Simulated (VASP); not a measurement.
# CsSnBr3 (Pm-3m) in VASP: notebook

The runs below take CsSnBr3 through single point, with PBE, r2SCAN.

Everything below comes from runs of VASP 6.6.1. Logs are shortened: lines on timing, memory, paths and dates and some standing lists are left out, and cuts for length are marked.

**1. The cell of the first run**

Symmetry: Pm-3m, No. 221, cubic system. Conventional cell: a = 5.966 Å, b = 5.966 Å, c = 5.966 Å, α = 90.00°, β = 90.00°, γ = 90.00°. Within 5.5 Å of Cs (site symmetry m-3m) lie 12 Br at 4.22 Å and 8 Sn at 5.17 Å. Within 3.9 Å of Sn (site symmetry m-3m) lie 6 Br at 2.98 Å. Within 3.9 Å of Br (site symmetry 4/mmm) lie 2 Sn at 2.98 Å.

**2. Single point, PBE (42.47 Å³/atom)**

File INCAR:

```
ALGO = Normal
EDIFF = 1E-6
ENCUT = 500
GGA = PE
GGA_COMPAT = False
ISIF = 2
ISMEAR = 0
LASPH = True
LCHARG = True
LELF = True
LREAL = False
LVHAR = True
LWAVE = False
NBANDS = 30
NELM = 120
PREC = Accurate
SIGMA = 0.01
```

File KPOINTS:

```
k-points
0
Gamma
  4 4 4
```

File POSCAR:

```
CsSnBr3
1.0
    5.9658558661      0.0000000000      0.0000000000
    0.0000000000      5.9658558661      0.0000000000
    0.0000000000      0.0000000000      5.9658558661
Cs Sn Br
1 1 3
Direct
    0.0000000000      0.0000000000      0.0000000000
    0.5000000000      0.5000000000      0.5000000000
    0.5000000000      0.5000000000      0.0000000000
    0.5000000000      0.0000000000      0.5000000000
    0.0000000000      0.5000000000      0.5000000000
```

Potentials or basis: VASP PAW PBE potentials, release 64 (Cs_sv, Sn_d, Br).

Started as:

```sh
$ cat potpaw_PBE.64/Cs_sv/POTCAR potpaw_PBE.64/Sn_d/POTCAR potpaw_PBE.64/Br/POTCAR > POTCAR
$ mpirun -np 1 vasp_std > vasp.out
```

OUTCAR:

```text
EDIFF = 1E-6
   ENCUT = 500
   GGA = PE
   ISIF = 2
   ISMEAR = 0
   LASPH = True
   LREAL = False
   NELM = 120
   PREC = Accurate

 ion  position               nearest neighbor table
   1  0.000  0.000  0.000-
   2  0.500  0.500  0.500-   3 2.98   4 2.98   5 2.98   3 2.98   4 2.98   5 2.98
   3  0.500  0.500  0.000-   2 2.98   2 2.98
   4  0.500  0.000  0.500-   2 2.98   2 2.98
   5  0.000  0.500  0.500-   2 2.98   2 2.98

  LATTYP: Found a simple cubic cell.
 ALAT       =     5.9658558661

  Lattice vectors:

 A1 = (   5.9658558661,   0.0000000000,   0.0000000000)
 A2 = (   0.0000000000,   5.9658558661,   0.0000000000)
 A3 = (   0.0000000000,   0.0000000000,   5.9658558661)

Analysis of symmetry for initial positions (statically):
=====================================================================
 Subroutine PRICEL returns:
 Original cell was already a primitive cell.

 Routine SETGRP: Setting up the symmetry group for a
 simple cubic supercell.

 Subroutine GETGRP returns: Found 48 space group operations
 (whereof 48 operations were pure point group operations)
 out of a pool of 48 trial point group operations.

The static configuration has the point symmetry O_h .

Analysis of symmetry for dynamics (positions and initial velocities):
=====================================================================
 Subroutine PRICEL returns:
 Original cell was already a primitive cell.

 Routine SETGRP: Setting up the symmetry group for a
 simple cubic supercell.

 Subroutine GETGRP returns: Found 48 space group operations
 (whereof 48 operations were pure point group operations)
 out of a pool of 48 trial point group operations.

The dynamic configuration has the point symmetry O_h .

 Subroutine INISYM returns: Found 48 space group operations
 (whereof 48 operations are pure point group operations),
 and found     1 'primitive' translations

----------------------------------------------------------------------------------------

                                     Primitive cell

  volume of cell :     212.3334

  direct lattice vectors                    reciprocal lattice vectors
     5.965855866  0.000000000  0.000000000     0.167620543  0.000000000  0.000000000
     0.000000000  5.965855866  0.000000000     0.000000000  0.167620543  0.000000000
     0.000000000  0.000000000  5.965855866     0.000000000  0.000000000  0.167620543

  length of vectors
     5.965855866  5.965855866  5.965855866     0.167620543  0.167620543  0.167620543

  position of ions in fractional coordinates (direct lattice)
     0.000000000  0.000000000  0.000000000
     0.500000000  0.500000000  0.500000000
     0.500000000  0.500000000  0.000000000
     0.500000000  0.000000000  0.500000000
     0.000000000  0.500000000  0.500000000

  ion indices of the primitive-cell ions
   primitive index   ion index
                 1           1
                 2           2
                 3           3
                 4           4
                 5           5

----------------------------------------------------------------------------------------

 KPOINTS: k-points

Automatic generation of k-mesh.
 Grid dimensions read from file:
 generate k-points for:    4    4    4

 Generating k-lattice:

  Cartesian coordinates                     Fractional coordinates (reciprocal lattice)
     0.041905136  0.000000000  0.000000000     0.250000000  0.000000000  0.000000000
     0.000000000  0.041905136  0.000000000     0.000000000  0.250000000  0.000000000
     0.000000000  0.000000000  0.041905136     0.000000000  0.000000000  0.250000000

  Length of vectors
     0.041905136  0.041905136  0.041905136

  Shift w.r.t. Gamma in fractional coordinates (k-lattice)
     0.000000000  0.000000000  0.000000000

 Subroutine IBZKPT returns following result:
 ===========================================

 Found     10 irreducible k-points:

 Following reciprocal coordinates:
            Coordinates               Weight
  0.000000  0.000000  0.000000      1.000000
  0.250000  0.000000  0.000000      6.000000
  0.500000  0.000000  0.000000      3.000000
  0.250000  0.250000  0.000000     12.000000
  0.500000  0.250000  0.000000     12.000000
  0.500000  0.500000  0.000000      3.000000
  0.250000  0.250000  0.250000      8.000000
  0.500000  0.250000  0.250000     12.000000
  0.500000  0.500000  0.250000      6.000000
  0.500000  0.500000  0.500000      1.000000
   k-points           NKPTS =     10   k-points in BZ     NKDIM =     10   number of bands    NBANDS=     30
   number of dos      NEDOS =    301   number of ions     NIONS =      5
   total plane-waves  NPLWV = 110592
   dimension x,y,z NGX =    48 NGY =   48 NGZ =   48
   dimension x,y,z NGXF=    96 NGYF=   96 NGZF=   96
   ions per type =               1   1   3
   NGX,Y,Z   is equivalent  to a cutoff of  13.38, 13.38, 13.38 a.u.
   NGXF,Y,Z  is equivalent  to a cutoff of  26.75, 26.75, 26.75 a.u.
 SYSTEM =  unknown system
   PREC   = accura    normal or accurate (medium, high low for compatibility)
   ISTART =      0    job   : 0-new  1-cont  2-samecut
   ICHARG =      2    charge: 1-file 2-atom 10-const
   ISPIN  =      1    spin polarized calculation?
   LNONCOLLINEAR =      F non collinear calculations
   LSORBIT =      F    spin-orbit coupling
   LASPH  =      T    aspherical Exc in radial PAW
   ENCUT  =  500.0 eV  36.75 Ry    6.06 a.u.  10.88 10.88 10.88*2*pi/ulx,y,z
   NELM   =    120;   NELMIN=  2; NELMDL= -5     # of ELM steps
   EDIFF  = 0.1E-05   stopping-criterion for ELM
   LREAL  =      F    real-space projection
   EDIFFG = 0.1E-04   stopping-criterion for IOM
   NSW    =      0    number of steps for IOM
   IBRION =     -1    ionic relax: 0-MD 1-quasi-New 2-CG
   NFREE  =      0    steps in history (QN), initial steepest desc. (CG)
   ISIF   =      2    stress and relaxation
   ISYM   =      2    0-nonsym 1-usesym 2-fastsym
   POTIM  = 0.5000    time-step for ionic-motion
   TEBEG  =    0.0;   TEEND  =   0.0 temperature during run
   PSTRESS=    0.0 pullay stress
   NELECT =      44.0000    total number of electrons
   NUPDOWN=      -1.0000    fix difference up-down
   EMIN   =  10.00;   EMAX   =-10.00  energy-range for DOS
   EFERMI =   0.00;   METHOD = LEGACY
   ISMEAR =     0;   SIGMA  =   0.01  broadening in eV -4-tet -1-fermi 0-gaus
   EFERMI_NEDOS =   21; number of points for ismear=-14 and -15
   IALGO  =     38    algorithm
   IMIX   =      4    mixing-type and parameters
     AMIX     =   0.40;   BMIX     =  1.00
     AMIX_MAG =   1.60;   BMIX_MAG =  1.00
  volume/ion in A,a.u.               =      42.47       286.58
  Fermi-wavevector in a.u.,A,eV,Ry     =   0.968768  1.830705 12.769214  0.938511
  Thomas-Fermi vector in A             =   2.098765
   LORBIT       =      0    0 simple, 1 ext, 2 COOP (PROOUT), +10 PAW based schemes
   GGA     = PE    functional components
   LHFCALC =     F    Hartree Fock is set to
   AEXX    =    0.0000 exact exchange contribution
   IVDW    =     0    specifies the selected vdW correction
   LEPSILON=     F    determine dielectric tensor
   LRPA    =     F    only Hartree local field effects (RPA)
 non-spin polarized calculation
 Gauss-broadening in eV      SIGMA  =   0.01
  energy-cutoff  :      500.00
  volume of cell :      212.33
 maximum number of plane-waves:      5449
 NGX is ok and might be reduce to    48
   NGX = 21   NGY = 21   NGZ = 21

 number of electron      43.9999986 magnetization

 Free energy of the ion-electron system (eV)
  ---------------------------------------------------
  ext. energy  EPLUGINS =         0.00000000
  ---------------------------------------------------
  free energy    TOTEN  =       -15.78415208 eV

  energy without entropy =      -15.78415208  energy(sigma->0) =      -15.78415208

 E-fermi :   1.4469     XC(G=0):  -7.3929

 val. band max:        1.3646082806   @ k =   0.5000   0.5000   0.5000
 cond. band min:       2.1743661036   @ k =   0.5000   0.5000   0.5000
 fundamental gap:      0.8097578230
 Fermi energy:         1.4469009571

 k-point     1 :       0.0000    0.0000    0.0000
  band No.  band energies     occupation
      1     -20.6019      2.00000
      2     -20.6019      2.00000
      3     -20.5861      2.00000
      4     -20.5861      2.00000
      5     -20.5861      2.00000
      6     -20.5499      2.00000
[... 22 lines left out ...]
     29       6.1929      0.00000
     30       6.1929      0.00000

 k-point     2 :       0.2500    0.0000    0.0000
  band No.  band energies     occupation
      1     -20.6019      2.00000
      2     -20.6000      2.00000
      3     -20.5862      2.00000
      4     -20.5862      2.00000
      5     -20.5861      2.00000
      6     -20.5495      2.00000
[... 22 lines left out ...]
     29       5.9809      0.00000
     30       6.4998      0.00000

 k-point     3 :       0.5000    0.0000    0.0000
  band No.  band energies     occupation
      1     -20.6019      2.00000
      2     -20.5981      2.00000
      3     -20.5862      2.00000
      4     -20.5862      2.00000
      5     -20.5861      2.00000
      6     -20.5491      2.00000
[... 22 lines left out ...]
     29       6.3898      0.00000
     30       6.9920      0.00000

 k-point     4 :       0.2500    0.2500    0.0000
  band No.  band energies     occupation
      1     -20.6010      2.00000
      2     -20.5990      2.00000
      3     -20.5863      2.00000
      4     -20.5862      2.00000
      5     -20.5862      2.00000
      6     -20.5491      2.00000
[... 154 lines left out ...]
     29       6.6274      0.00000
     30       6.6585      0.00000

 k-point     9 :       0.5000    0.5000    0.2500
  band No.  band energies     occupation
      1     -20.5981      2.00000
      2     -20.5961      2.00000
      3     -20.5865      2.00000
      4     -20.5863      2.00000
      5     -20.5863      2.00000
      6     -20.5481      2.00000
[... 22 lines left out ...]
     29       6.3445      0.00000
     30       6.8797      0.00000

 k-point    10 :       0.5000    0.5000    0.5000
  band No.  band energies     occupation
      1     -20.5961      2.00000
      2     -20.5961      2.00000
      3     -20.5864      2.00000
      4     -20.5864      2.00000
      5     -20.5864      2.00000
      6     -20.5478      2.00000
[... 22 lines left out ...]
     29       6.0874      0.00000
     30       7.2874      0.00000

------------------------ aborting loop because EDIFF is reached ----------------------------------------

  FORCE on cell =-STRESS in cart. coord.  units (eV):
  Direction    XX          YY          ZZ          XY          YZ          ZX
  --------------------------------------------------------------------------------------
  -------------------------------------------------------------------------------------
  Total       -0.6890030     -0.6890030     -0.6890030      0.0000000     -0.0000000      0.0000000
  in kB       -5.1989238     -5.1989238     -5.1989238      0.0000000     -0.0000000      0.0000000
  external PRESSURE =      -5.1989238 kB  Pullay stress =       0.0000000 kB

 VOLUME and BASIS-vectors are now :
 -----------------------------------------------------------------------------
  energy-cutoff  :      500.00
  volume of cell :      212.33
      direct lattice vectors                 reciprocal lattice vectors
     5.965855866  0.000000000  0.000000000     0.167620543  0.000000000  0.000000000
     0.000000000  5.965855866  0.000000000     0.000000000  0.167620543  0.000000000
     0.000000000  0.000000000  5.965855866     0.000000000  0.000000000  0.167620543

 POSITION                                       TOTAL-FORCE (eV/Angst)
 -----------------------------------------------------------------------------------
      0.00000      0.00000      0.00000         0.000000      0.000000      0.000000
      2.98293      2.98293      2.98293         0.000000      0.000000      0.000000
      2.98293      2.98293      0.00000         0.000000      0.000000      0.000000
      2.98293      0.00000      2.98293         0.000000      0.000000      0.000000
      0.00000      2.98293      2.98293         0.000000      0.000000      0.000000
 -----------------------------------------------------------------------------------
    total drift:                                0.000000     -0.000000     -0.000000

  FREE ENERGIE OF THE ION-ELECTRON SYSTEM (eV)
  ---------------------------------------------------
  free  energy   TOTEN  =       -15.7841520835 eV

  energy  without entropy=      -15.7841520835  energy(sigma->0) =      -15.78415208
```

Run time: 41 s. Hardware: 1 thread of Intel Xeon 6975P-C (Granite Rapids), shared host; peak memory 0.34 GiB.

Results:

```
Free energy            : -15.7842 eV
Pressure               : -0.5 GPa
Band gap on the k mesh : 0.81 eV
```

Levels at points of the mesh, in eV from the valence-band top:
```
           k point  band 18  band 19  band 20  band 21  band 22  band 23  band 24  band 25  band 26  band 27
(0.00, 0.00, 0.00)    -2.49    -2.49    -2.39    -2.39    -2.39     2.61     3.77     3.77     4.41     4.41
(0.50, 0.00, 0.00)    -2.65    -2.60    -2.48    -2.48    -1.72     1.68     3.99     4.38     4.38     4.63
(0.50, 0.50, 0.00)    -2.77    -2.71    -2.71    -2.06    -0.84     1.28     1.28     4.02     4.75     5.08
(0.50, 0.50, 0.50)    -2.81    -2.05    -2.05    -2.05     0.00     0.81     0.81     0.81     4.10     4.72
```

Caveat: spin-orbit coupling is left out, which moves the levels of the heavy elements.

**3. Single point, PBE (43.70 Å³/atom)**

This run uses another cell than the first one, of 43.70 Å³/atom.

File INCAR:

```
SYSTEM = CsSnBr3
PREC = Accurate
ENCUT = 500
EDIFF = 1E-6
ISMEAR = 0
SIGMA = 0.01
LREAL = .False.
LASPH = .True.
NELM = 120
ALGO = Normal
ISIF = 2
LWAVE = .False.
LCHARG = .False.
GGA = PE
NBANDS = 30
GGA_COMPAT = .False.
```

File KPOINTS:

```
regular mesh
0
Gamma
  4 4 4
  0 0 0
```

POSCAR: that of step 2 with these lines changed.

```diff
@@ -2,5 +2,5 @@
 1.0
-    5.9658558661      0.0000000000      0.0000000000
-    0.0000000000      5.9658558661      0.0000000000
-    0.0000000000      0.0000000000      5.9658558661
+    6.0232233841      0.0000000000      0.0000000000
+    0.0000000000      6.0232233841      0.0000000000
+    0.0000000000      0.0000000000      6.0232233841
 Cs Sn Br
```

Potentials or basis: VASP PAW PBE potentials, release 64 (Cs_sv, Sn_d, Br).

Started as:

```sh
$ cat potpaw_PBE.64/Cs_sv/POTCAR potpaw_PBE.64/Sn_d/POTCAR potpaw_PBE.64/Br/POTCAR > POTCAR
$ mpirun -np 1 vasp_std > vasp.out
```

OUTCAR:

```text
SYSTEM = CsSnBr3
   PREC = Accurate
   ENCUT = 500
   EDIFF = 1E-6
   ISMEAR = 0
   LREAL = .False.
   LASPH = .True.
   NELM = 120
   ISIF = 2
   GGA = PE

 ion  position               nearest neighbor table
   1  0.000  0.000  0.000-
   2  0.500  0.500  0.500-   3 3.01   4 3.01   5 3.01   3 3.01   4 3.01   5 3.01
   3  0.500  0.500  0.000-   2 3.01   2 3.01
   4  0.500  0.000  0.500-   2 3.01   2 3.01
   5  0.000  0.500  0.500-   2 3.01   2 3.01

  LATTYP: Found a simple cubic cell.
[... 515 lines left out ...]
  --------------------------------------------------------------------------------------
  -------------------------------------------------------------------------------------
  Total       -1.3323784     -1.3323784     -1.3323784     -0.0000000      0.0000000     -0.0000000
  in kB       -9.7690257     -9.7690257     -9.7690257     -0.0000000      0.0000000     -0.0000000
  external PRESSURE =      -9.7690257 kB  Pullay stress =       0.0000000 kB

 VOLUME and BASIS-vectors are now :
 -----------------------------------------------------------------------------
  energy-cutoff  :      500.00
  volume of cell :      218.52
      direct lattice vectors                 reciprocal lattice vectors
     6.023223384  0.000000000  0.000000000     0.166024060  0.000000000  0.000000000
     0.000000000  6.023223384  0.000000000     0.000000000  0.166024060  0.000000000
     0.000000000  0.000000000  6.023223384     0.000000000  0.000000000  0.166024060

 POSITION                                       TOTAL-FORCE (eV/Angst)
 -----------------------------------------------------------------------------------
      0.00000      0.00000      0.00000         0.000000      0.000000      0.000000
      3.01161      3.01161      3.01161         0.000000      0.000000      0.000000
      3.01161      3.01161      0.00000         0.000000      0.000000      0.000000
      3.01161      0.00000      3.01161         0.000000      0.000000      0.000000
      0.00000      3.01161      3.01161         0.000000      0.000000      0.000000
 -----------------------------------------------------------------------------------
    total drift:                                0.000000     -0.000000     -0.000000

  FREE ENERGIE OF THE ION-ELECTRON SYSTEM (eV)
  ---------------------------------------------------
  free  energy   TOTEN  =       -15.7558562050 eV

  energy  without entropy=      -15.7558562050  energy(sigma->0) =      -15.75585621
```

OSZICAR:

```text
N       E                     dE             d eps       ncg     rms          rms(c)
DAV:   1     0.357577170390E+03    0.35758E+03   -0.18417E+04   600   0.132E+03
DAV:   2     0.310905776001E+02   -0.32649E+03   -0.31247E+03   696   0.287E+02
DAV:   3    -0.145938452248E+02   -0.45684E+02   -0.45220E+02   692   0.120E+02
DAV:   4    -0.163834964135E+02   -0.17897E+01   -0.17817E+01   756   0.291E+01
DAV:   5    -0.164216416122E+02   -0.38145E-01   -0.38135E-01   712   0.400E+00    0.424E+00
DAV:   6    -0.158002498402E+02    0.62139E+00   -0.94506E-01   812   0.488E+00    0.230E+00
DAV:   7    -0.157458504214E+02    0.54399E-01   -0.40354E-01   798   0.262E+00    0.102E+00
DAV:   8    -0.157552760632E+02   -0.94256E-02   -0.48571E-02   684   0.141E+00    0.189E-01
DAV:   9    -0.157552972063E+02   -0.21143E-04   -0.45227E-03   812   0.413E-01    0.106E-01
DAV:  10    -0.157557914706E+02   -0.49426E-03   -0.11374E-03   712   0.156E-01    0.507E-02
DAV:  11    -0.157558534531E+02   -0.61982E-04   -0.19125E-04   730   0.903E-02    0.856E-03
DAV:  12    -0.157558563932E+02   -0.29402E-05   -0.29203E-05   774   0.361E-02    0.814E-03
DAV:  13    -0.157558562050E+02    0.18821E-06   -0.14811E-06   572   0.669E-03
   1 F= -.15755856E+02 E0= -.15755856E+02  d E =-.181390E-47
```

Run time: 41 s. Hardware: 1 thread of Intel Xeon 6975P-C (Granite Rapids), shared host; peak memory 0.34 GiB.

What came out:

| Item | Value |
| --- | --- |
| Free energy | -15.7559 eV |
| Pressure | -1.0 GPa |
| Band gap on the k mesh | 0.93 eV |

Caveat: spin-orbit coupling is left out, which moves the levels of the heavy elements. A k mesh can miss the band edges.

(Part 1 of 2 ends here.)
